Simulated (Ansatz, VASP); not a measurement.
# Be in VASP and in Ansatz

INCAR

```
PREC = Accurate
ENCUT = 520
EDIFF = 1E-7
ISMEAR = -1
SIGMA = 0.05
LREAL = F
LASPH = T
NELM = 80
ALGO = Normal
ISIF = 2
LWAVE = F
LCHARG = T
GGA = CA
LELF = T
LVHAR = T
NBANDS = 7
```

File KPOINTS:

```
Automatic mesh
0
Gamma
  21 21 21
```

The input POSCAR:

```
Be
1.0
    0.0000000000      1.1903256587      1.1903256587
    1.1903256587      0.0000000000      1.1903256587
    1.1903256587      1.1903256587      0.0000000000
Be
1
Direct
    0.0000000000      0.0000000000      0.0000000000
```

Input for Ansatz:

```yaml
crystal:
  lattice:
    - [0.0, 1.1903256587, 1.1903256587]
    - [1.1903256587, 0.0, 1.1903256587]
    - [1.1903256587, 1.1903256587, 0.0]
  atoms:
    - { symbol: Be, position: [0.0, 0.0, 0.0] }
kpoints:
  mp_grid: { grid: [21, 21, 21] }
  band_path:
    path:
      - [0.0, 0.0, 0.0]
      - [0.5, 0.0, 0.5]
      - [0.625, 0.25, 0.625]
      - [0.375, 0.375, 0.75]
      - [0.0, 0.0, 0.0]
      - [0.5, 0.5, 0.5]
      - [0.5, 0.25, 0.75]
      - [0.5, 0.0, 0.5]
    npoints: 8
scf:
  occupations: { method: fermi_dirac, width: 0.05 }
hamiltonian:
  xc: lda
  pseudopotentials: { kind: all_electron, lapw: { basis_error: 0.001 } }
output:
  forces: true
  stress: true
  eigenvalues: true
  populations: true
  dos: { projected: true, de: 0.2, e_range: [-14, 8] }
```

Change from the starting cell: volume scaled by 0.45, LAPW.

Alike in both runs: task single point; functional LDA; k mesh 21 × 21 × 21; occupations fermi-dirac, width 0.05 eV; no spin polarisation.

```csv
,VASP,Ansatz
version,VASP 6.6.1,Ansatz 0.2.0
potentials or method,"VASP PAW LDA potentials, release 64 (Be), cutoff 520 eV","all-electron LAPW, scalar-relativistic"
```

VASP gave:

* pressure (GPa): 399.4

Question: Estimate Ansatz's values.

Answer: Pressure (GPa): 394.3.

LDA's correlation is that of Perdew and Zunger in VASP and of Perdew and Wang (1992) in Ansatz. Both programs put the cell under a high pressure, so it lies far from rest at this level. Ansatz ran all-electron here, and VASP with PAW potentials.

Noted on VASP's run: the cell as given lies far from equilibrium.
